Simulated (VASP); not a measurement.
Input of a VASP 6.6.1 run:

File INCAR:

```
SYSTEM = SiO2
  PREC = Accurate
  ENCUT = 520
  EDIFF = 1E-6
  ISMEAR = -1
  SIGMA = 0.05
  LREAL = Auto
  LASPH = .True.
  NELM = 100
  ALGO = Normal
  ISIF = 2
  LWAVE = .False.
  LCHARG = .False.
  GGA = PE
  NBANDS = 82
```

File KPOINTS:

```
Automatic mesh
0
Gamma
  2 2 1
  0 0 0
```

The input POSCAR:

```
SiO2
1.0
    5.9206050000      0.0000000000      0.0000000000
    0.0000000000      5.3368000000      0.0000000000
    0.0000000000      0.0000000000     17.7714160000
Si O
8 16
Direct
    0.0000000000      0.0000000000      0.0562701363
    0.4999995777      0.2500000000      0.0562701363
    0.5531867098     -0.0039724179      0.2570138474
    0.0072627713      0.2453530205      0.2251030531
    0.0000000000      0.5000000000      0.0562701363
    0.4999995777      0.7500000000      0.0562701363
    0.5143393285      0.5200307300      0.2397051535
    0.0118737865      0.7255471444      0.2250355290
    1.0347253363     -0.0209301454      0.1527396579
    0.1941017852      0.2500000000      0.0562701363
    0.4876697567     -0.0011055314      0.1147291808
    0.8058973703      0.2500000000      0.0562701363
    0.5425459054     -0.0997601559      0.3453073182
    0.7088464777      0.2677259781      0.2329583642
   -0.0010640804     -0.0185317044      0.2783233480
    0.3585106590      0.2447534103      0.2484889218
    1.0156901195      0.5011992205      0.1486094299
    0.1941017852      0.7500000000      0.0562701363
    0.5230546540      0.4919989507      0.1107902713
    0.8058973703      0.7500000000      0.0562701363
    0.5739109432      0.6049130565      0.3343458957
    0.7010938916      0.7589192025      0.2057292452
    0.0010809706      0.4967958327      0.2862743183
    0.3371783796      0.7341665417      0.2110467731
```

Potentials or basis: VASP PAW PBE potentials, release 64 (Si, O).

Command:

```sh
$ cat potpaw_PBE.64/Si/POTCAR potpaw_PBE.64/O/POTCAR > POTCAR
$ mpirun -np 1 vasp_std > vasp.out
```

(1) What does it give for the largest force?

(2) What does it give for the band gap on the k mesh?

## Answers

(1) 6.113 eV/Å.

(2) zero (bands 64 and 65 overlap by 0.04 eV).

Caveat: the k points lie up to 0.59 Å⁻¹ apart; the atoms stand as in a frame of molecular dynamics.
